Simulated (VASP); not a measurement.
BN, 2 atoms in the cell. Symmetry: Fmm2, No. 42, orthorhombic system. Conventional cell: a = 2.503 Å, b = 6.991 Å, c = 4.332 Å, α = 90.00°, β = 90.00°, γ = 90.00°. Within 1.5 Å of B (site symmetry mm2) lie 1 N at 1.14 Å. Within 1.5 Å of N (site symmetry mm2) lie 1 B at 1.14 Å.  This cell differs from its parent crystal: all B atoms moved -0.300 Å, as atom 1 along Cartesian [0 0 1].

| Property | Result |
| --- | --- |
| Program | VASP 6.6.1 |
| Task | single point |
| Functional | PBEsol |
| Potentials or basis | VASP PAW PBE potentials, release 64 (B, N) |
| Cutoff | 520 eV |
| k mesh | 12 × 12 × 12 |
| Occupations | gaussian, width 0.05 eV |
| Spin | no spin polarisation |
| Dipole correction | no |
| Further INCAR settings | ALGO = Normal; EDIFF = 1e-06; NBANDS = 11 |

Potentials or basis: VASP PAW PBE potentials, release 64 (B, N).

Launch:

```bash
$ cat potpaw_PBE.64/B/POTCAR potpaw_PBE.64/N/POTCAR > POTCAR
$ mpirun -np 1 vasp_std > vasp.out
```

Hardware: 1 thread of AMD EPYC 7R13, on a shared host.

Problem. How long does it take, and how much memory?

Solution. Wall time 2.8 min on 1 thread of AMD EPYC 7R13 (shared host), peak memory 0.15 GiB. Counts: scf iterations 13, k points 280.
